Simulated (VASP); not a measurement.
Here is a VASP 6.6.1 calculation.

Contents of INCAR:

```
SYSTEM = Hf2Sc3N
PREC = Accurate
ENCUT = 520
EDIFF = 1E-6
ISMEAR = 0
SIGMA = 0.1
LREAL = .FALSE.
LASPH = .TRUE.
NELM = 100
ALGO = Normal
ISIF = 2
LWAVE = .FALSE.
LCHARG = .FALSE.
GGA = PE
NBANDS = 38
```

Contents of KPOINTS:

```
regular mesh
0
G
  12 12 8
  0 0 0
```

Contents of POSCAR:

```
Hf2Sc3N
1.0
    5.5479336626      0.0000000000      0.0000000000
   -2.7739668313      4.8046514903      0.0000000000
    0.0000000000      0.0000000000      5.3391209848
Hf Sc N
2 3 1
Direct
    0.6666666667      0.3333333333      0.0000000000
    0.3333333333      0.6666666667      0.0000000000
    0.5000000000      0.0000000000      0.5000000000
    0.0000000000      0.5000000000      0.5000000000
    0.5000000000      0.5000000000      0.5000000000
    0.0000000000      0.0000000000      0.0000000000
```

Potentials or basis: VASP PAW PBE potentials, release 64 (Hf_pv, Sc_sv, N).

Launch:

```bash
$ cat potpaw_PBE.64/Hf_pv/POTCAR potpaw_PBE.64/Sc_sv/POTCAR potpaw_PBE.64/N/POTCAR > POTCAR
$ mpirun -np 1 vasp_std > vasp.out
```

**Question.** Predict the pressure.

**Answer.** -0.1 GPa.

**Question.** Predict the band gap on the k mesh.

**Answer.** Zero (band 29 reaches 3.48 eV, above the bottom of band 30 at 2.94 eV).

Caveat: spin-orbit coupling is left out, which moves the levels of the heavy elements.
